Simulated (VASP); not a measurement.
# Ti (P6/mmm) in VASP: a series of runs

Runs on Ti. Level: PBE. Tasks: single point.

All numbers are computed with VASP 6.6.1; they aren't measurements. Logs are shortened: lines on timing, memory, paths and dates and some standing lists are left out, and cuts for length are marked.

**1. The cell of the first run**

Symmetry: P6/mmm, No. 191, hexagonal system. Conventional cell: a = 4.534 Å, b = 4.534 Å, c = 2.849 Å, α = 90.00°, β = 90.00°, γ = 120.00°. Within 3.8 Å of Ti (site symmetry 6/mmm) lie 14 Ti at 2.85 to 2.98 Å. Ti (site symmetry -6m2) has 11 Ti at 2.62 to 2.98 Å within 3.5 Å.

This isn't the form of Ti at room conditions, which is hcp.

**2. Single point, PBE (biaxial strain in the a-b plane: -1.0 %)**

The input, INCAR:

```
SYSTEM = Ti
PREC     = Accurate       ! precision mode
ENCUT    = 520            ! plane-wave cutoff, eV
EDIFF    = 1E-6           ! SCF threshold, eV
ISMEAR   = 0              ! smearing method
SIGMA    = 0.1            ! smearing width, eV
LREAL    = .FALSE.        ! projectors in reciprocal space
LASPH    = .TRUE.         ! aspherical terms in the spheres
NELM     = 60             ! most SCF steps
ALGO     = Fast           ! electronic algorithm
ISIF     = 2              ! what is computed and relaxed
LWAVE    = .FALSE.        ! write WAVECAR
LCHARG   = .TRUE.         ! write CHGCAR
GGA      = PE             ! functional
LELF     = .TRUE.         ! ELF
LVHAR    = .TRUE.       
NBANDS   = 25             ! bands
```

The input, KPOINTS:

```
regular mesh
0
G
  12 12 18
  0 0 0
```

The input, POSCAR:

```
Ti
1.0
    4.5337409390      0.0000000000      0.0000000000
   -2.2668704695      3.9263348274      0.0000000000
    0.0000000000      0.0000000000      2.8491656820
Ti
3
Direct
    0.0000000000      0.0000000000      0.0000000000
    0.3333333333      0.6666666667      0.5000000000
    0.6666666667      0.3333333333      0.5000000000
```

Potentials or basis: VASP PAW PBE potentials, release 64 (Ti_sv).

Started as:

```
cat potpaw_PBE.64/Ti_sv/POTCAR > POTCAR
mpirun -np 1 vasp_std > vasp.out
```

OUTCAR:

```text
SYSTEM = Ti
   PREC = Accurate
   ENCUT = 520
   EDIFF = 1E-6
   ISMEAR = 0
   LREAL = .FALSE.
   LASPH = .TRUE.
   NELM = 60
   ISIF = 2
   GGA = PE

 ion  position               nearest neighbor table
   1  0.000  0.000  0.000-
   2  0.333  0.667  0.500-   3 2.62   3 2.62   3 2.62
   3  0.667  0.333  0.500-   2 2.62   2 2.62   2 2.62

  LATTYP: Found a hexagonal cell.
 ALAT       =     4.5337409390
 C/A-ratio  =     0.6284359253

  Lattice vectors:

 A1 = (   4.5337409390,   0.0000000000,   0.0000000000)
 A2 = (  -2.2668704695,   3.9263348274,   0.0000000000)
 A3 = (   0.0000000000,   0.0000000000,   2.8491656820)

Analysis of symmetry for initial positions (statically):
=====================================================================
 Subroutine PRICEL returns:
 Original cell was already a primitive cell.

 Routine SETGRP: Setting up the symmetry group for a
 hexagonal supercell.

 Subroutine GETGRP returns: Found 24 space group operations
 (whereof 24 operations were pure point group operations)
 out of a pool of 24 trial point group operations.

The static configuration has the point symmetry D_6h.

Analysis of symmetry for dynamics (positions and initial velocities):
=====================================================================
 Subroutine PRICEL returns:
 Original cell was already a primitive cell.

 Routine SETGRP: Setting up the symmetry group for a
 hexagonal supercell.

 Subroutine GETGRP returns: Found 24 space group operations
 (whereof 24 operations were pure point group operations)
 out of a pool of 24 trial point group operations.

The dynamic configuration has the point symmetry D_6h.

 Subroutine INISYM returns: Found 24 space group operations
 (whereof 24 operations are pure point group operations),
 and found     1 'primitive' translations

----------------------------------------------------------------------------------------

                                     Primitive cell

  volume of cell :      50.7180

  direct lattice vectors                    reciprocal lattice vectors
     4.533740939  0.000000000  0.000000000     0.220568403  0.127345227  0.000000000
    -2.266870470  3.926334827  0.000000000     0.000000000  0.254690454  0.000000000
     0.000000000  0.000000000  2.849165682     0.000000000  0.000000000  0.350979940

[... 82 lines left out ...]
   LASPH  =      T    aspherical Exc in radial PAW
   ENCUT  =  520.0 eV  38.22 Ry    6.18 a.u.   8.43  8.43  5.30*2*pi/ulx,y,z
   NELM   =     60;   NELMIN=  2; NELMDL= -5     # of ELM steps
   EDIFF  = 0.1E-05   stopping-criterion for ELM
   LREAL  =      F    real-space projection
   EDIFFG = 0.1E-04   stopping-criterion for IOM
   NSW    =      0    number of steps for IOM
   IBRION =     -1    ionic relax: 0-MD 1-quasi-New 2-CG
   NFREE  =      0    steps in history (QN), initial steepest desc. (CG)
   ISIF   =      2    stress and relaxation
   ISYM   =      2    0-nonsym 1-usesym 2-fastsym
   POTIM  = 0.5000    time-step for ionic-motion
   TEBEG  =    0.0;   TEEND  =   0.0 temperature during run
   PSTRESS=    0.0 pullay stress
   NELECT =      36.0000    total number of electrons
   NUPDOWN=      -1.0000    fix difference up-down
   EMIN   =  10.00;   EMAX   =-10.00  energy-range for DOS
   EFERMI =   0.00;   METHOD = LEGACY
   ISMEAR =     0;   SIGMA  =   0.10  broadening in eV -4-tet -1-fermi 0-gaus
   EFERMI_NEDOS =   21; number of points for ismear=-14 and -15
   IALGO  =     68    algorithm
   IMIX   =      4    mixing-type and parameters
     AMIX     =   0.40;   BMIX     =  1.00
     AMIX_MAG =   1.60;   BMIX_MAG =  1.00
  volume/ion in A,a.u.               =      16.91       114.09
  Fermi-wavevector in a.u.,A,eV,Ry     =   1.460344  2.759649 29.015836  2.132604
  Thomas-Fermi vector in A             =   2.576804
   LORBIT       =      0    0 simple, 1 ext, 2 COOP (PROOUT), +10 PAW based schemes
   GGA     = PE    functional components
   LHFCALC =     F    Hartree Fock is set to
   AEXX    =    0.0000 exact exchange contribution
   IVDW    =     0    specifies the selected vdW correction
   LEPSILON=     F    determine dielectric tensor
   LRPA    =     F    only Hartree local field effects (RPA)
 non-spin polarized calculation
 RMM-DIIS sequential band-by-band and
 Gauss-broadening in eV      SIGMA  =   0.10
  energy-cutoff  :      520.00
  volume of cell :       50.72
 maximum number of plane-waves:      1402
 NGX is ok and might be reduce to    36
   NGX = 17   NGY = 17   NGZ = 11

 number of electron      36.0000002 magnetization

 Free energy of the ion-electron system (eV)
  ---------------------------------------------------
  ext. energy  EPLUGINS =         0.00000000
  ---------------------------------------------------
  free energy    TOTEN  =       -23.52199059 eV

  energy without entropy =      -23.50852379  energy(sigma->0) =      -23.51525719

 E-fermi :   8.5290     XC(G=0): -11.6242

 val. band max:        8.5267874551   @ k =   0.3333   0.1667   0.0556
 cond. band min:       8.5357124913   @ k =   0.3333   0.1667   0.3333
 fundamental gap:      0.0089250362
 Fermi energy:         8.5290459490

 k-point     1 :       0.0000    0.0000    0.0000
  band No.  band energies     occupation
      1     -48.3635      2.00000
      2     -48.0910      2.00000
      3     -47.9101      2.00000
      4     -24.6821      2.00000
      5     -24.6821      2.00000
      6     -24.5767      2.00000
[... 661 lines left out ...]
     24      10.6419      0.00000
     25      11.1425      0.00000

 [... further k-points ...]

------------------------ aborting loop because EDIFF is reached ----------------------------------------

  FORCE on cell =-STRESS in cart. coord.  units (eV):
  Direction    XX          YY          ZZ          XY          YZ          ZX
  --------------------------------------------------------------------------------------
  -------------------------------------------------------------------------------------
  Total        0.6897945      0.6897945     -0.2485587      0.0000000      0.0000000      0.0000000
  in kB       21.7905691     21.7905691     -7.8519545      0.0000000      0.0000000      0.0000000
  external PRESSURE =      11.9097279 kB  Pullay stress =       0.0000000 kB

 VOLUME and BASIS-vectors are now :
 -----------------------------------------------------------------------------
  energy-cutoff  :      520.00
  volume of cell :       50.72
      direct lattice vectors                 reciprocal lattice vectors
     4.533740939  0.000000000  0.000000000     0.220568403  0.127345227  0.000000000
    -2.266870470  3.926334827  0.000000000     0.000000000  0.254690454  0.000000000
     0.000000000  0.000000000  2.849165682     0.000000000  0.000000000  0.350979940

 POSITION                                       TOTAL-FORCE (eV/Angst)
 -----------------------------------------------------------------------------------
      0.00000      0.00000      0.00000        -0.000000      0.000000      0.000000
     -0.00000      2.61756      1.42458         0.000000     -0.000000     -0.000000
      2.26687      1.30878      1.42458        -0.000000      0.000000      0.000000
 -----------------------------------------------------------------------------------
    total drift:                                0.000000      0.000000     -0.000000

  FREE ENERGIE OF THE ION-ELECTRON SYSTEM (eV)
  ---------------------------------------------------
  free  energy   TOTEN  =       -23.5219905934 eV

  energy  without entropy=      -23.5085237855  energy(sigma->0) =      -23.51525719
```

Run time: 13 min. Hardware: 1 thread of AMD EPYC 7R13 (Zen 3), shared host; peak memory 0.28 GiB.

What came out:

| Quantity | Value |
| --- | --- |
| Free energy | -23.5220 eV |
| Pressure | 1.2 GPa |
| Band gap on the k mesh | zero (bands 18 and 19 overlap by 0.36 eV) |

Stress tensor (GPa, compression positive):
```
 2.18  0.00  0.00
 0.00  2.18  0.00
 0.00  0.00 -0.79
```

Caveat: the cell differs from its parent crystal (biaxial strain in the a-b plane: -1.0 %).

**3. Single point, PBE**

This run uses another cell than the first one, of 17.15 Å³/atom.

The input, INCAR:

```
SYSTEM = Ti
PREC = Accurate ; ENCUT = 520
EDIFF = 1E-6 ; ISMEAR = 0
SIGMA = 0.1 ; LREAL = .False.
LASPH = .True. ; NELM = 100
ALGO = Fast ; ISIF = 2
LWAVE = .False. ; LCHARG = .False.
GGA = PE ; NBANDS = 25
```

The input, KPOINTS:

```
regular mesh
0
Gamma
  12 12 18
  0 0 0
```

The input, POSCAR:

```
Ti
1.0
    4.5795363021      0.0000000000      0.0000000000
   -2.2897681510      3.9659947751      0.0000000000
    0.0000000000      0.0000000000      2.8321726461
Ti
3
Direct
    0.0000000000      0.0000000000      0.0000000000
    0.3333333333      0.6666666667      0.5000000000
    0.6666666667      0.3333333333      0.5000000000
```

Potentials or basis: VASP PAW PBE potentials, release 64 (Ti_sv).

Started as:

```
cat potpaw_PBE.64/Ti_sv/POTCAR > POTCAR
mpirun -np 1 vasp_std > vasp.out
```

It took 12 min on 1 thread of AMD EPYC 7R13 (Zen 3), shared host; peak memory 0.28 GiB.

It converged, with:

| Quantity | Value |
| --- | --- |
| Free energy | -23.5297 eV |
| Pressure | -0.4 GPa |
| Band gap on the k mesh | zero (bands 18 and 19 overlap by 0.31 eV) |

Levels at points of the mesh, in eV from the Fermi level:
```tsv
k point	band 15	band 16	band 17	band 18	band 19	band 20	band 21	band 22
(0.00, 0.00, 0.00)	-0.71	-0.71	-0.62	-0.62	-0.03	0.68	1.28	1.28
(0.50, 0.00, 0.00)	-2.61	-0.40	-0.39	-0.35	0.06	0.53	1.04	1.10
(0.00, 0.00, 0.50)	-2.07	-1.74	-1.61	-1.61	1.05	1.05	1.24	1.24
(0.50, 0.00, 0.50)	-1.68	-1.16	-0.68	-0.63	0.36	0.81	0.92	1.04
```
